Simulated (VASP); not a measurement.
## Ca5O: single point with PBE

The system is Ca5O.

```xyz
6
Lattice="6.8132 0.0000 0.0000 -3.4066 5.9004 0.0000 0.0000 0.0000 6.5054" Properties=species:S:1:pos:R:3 pbc="T T T"
Ca    3.4066    0.0000    3.2527
Ca    1.7033    2.9502    3.2527
Ca   -1.7033    2.9502    3.2527
Ca    0.0000    3.9336    0.0000
Ca    3.4066    1.9668    0.0000
O     0.0000    0.0000    0.0000
```

The cell was generated, and may not be a known phase.

```
Program             : VASP 6.6.1
Task                : single point
Functional          : PBE
Potentials or basis : VASP PAW PBE potentials, release 64 (Ca_sv, O)
Cutoff              : 520 eV
k mesh              : 6 × 6 × 6
Occupations         : gaussian, width 0.1 eV
Spin                : no spin polarisation
```

| Property | Result |
| --- | --- |
| Pressure | 0.0 GPa |
| Band gap on the k mesh | zero (bands 28 and 29 overlap by 0.39 eV) |

Levels at points of the mesh, in eV from the Fermi level:
```csv
k point,band 24,band 25,band 26,band 27,band 28,band 29,band 30,band 31,band 32,band 33
"(0.00, 0.00, 0.00)",-0.90,-0.80,-0.55,-0.09,-0.06,-0.06,0.18,0.28,0.55,1.01
"(0.50, 0.00, 0.00)",-1.02,-0.81,-0.77,0.20,0.23,0.31,0.32,0.41,0.62,0.86
"(0.00, 0.00, 0.50)",-0.91,-0.91,-0.68,-0.58,-0.06,-0.06,0.53,0.80,1.02,1.02
"(0.50, 0.00, 0.50)",-1.52,-1.02,-0.91,-0.54,-0.26,-0.10,0.53,0.77,0.87,1.04
```

Run time: 13 min on 1 thread of Intel(R) Xeon(R) Platinum 8375C CPU @ 2.90GHz (Ice Lake), on a shared host, peak memory 0.48 GiB.

Caveat: semilocal functionals underestimate gaps, and a narrow one can read as zero.
